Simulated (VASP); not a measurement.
Input of a VASP 6.6.1 run:

Contents of INCAR:

```
SYSTEM = MgS
PREC = Accurate
ENCUT = 520
EDIFF = 1E-6
ISMEAR = 0
SIGMA = 0.1
LREAL = .False.
LASPH = .True.
NELM = 60
ALGO = Normal
ISIF = 2
LWAVE = .False.
LCHARG = .False.
GGA = PS
NBANDS = 11
```

KPOINTS

```
Automatic mesh
0
Gamma
  6 6 6
  0 0 0
```

File POSCAR:

```
MgS
1.0
    0.0000000000      2.6000000000      2.6000000000
    2.6000000000      0.0000000000      2.6000000000
    2.6000000000      2.6000000000      0.0000000000
Mg S
1 1
Direct
    0.0000000000      0.0000000000      0.0000000000
    0.5000000000      0.5000000000      0.5000000000
```

Potentials or basis: VASP PAW PBE potentials, release 64 (Mg, S).

The run is started by

```console
$ cat potpaw_PBE.64/Mg/POTCAR potpaw_PBE.64/S/POTCAR > POTCAR
$ mpirun -np 1 vasp_std > vasp.out
```

Question: What does it give for the pressure?

Answer: -1.0 GPa.

Question: Estimate the band gap on the k mesh.

Answer: 2.71 eV, indirect (least direct gap 3.61 eV).

Caveat: the PAW data sets were made with another functional, which shifts forces and pressure a little. A k mesh can miss the band edges.
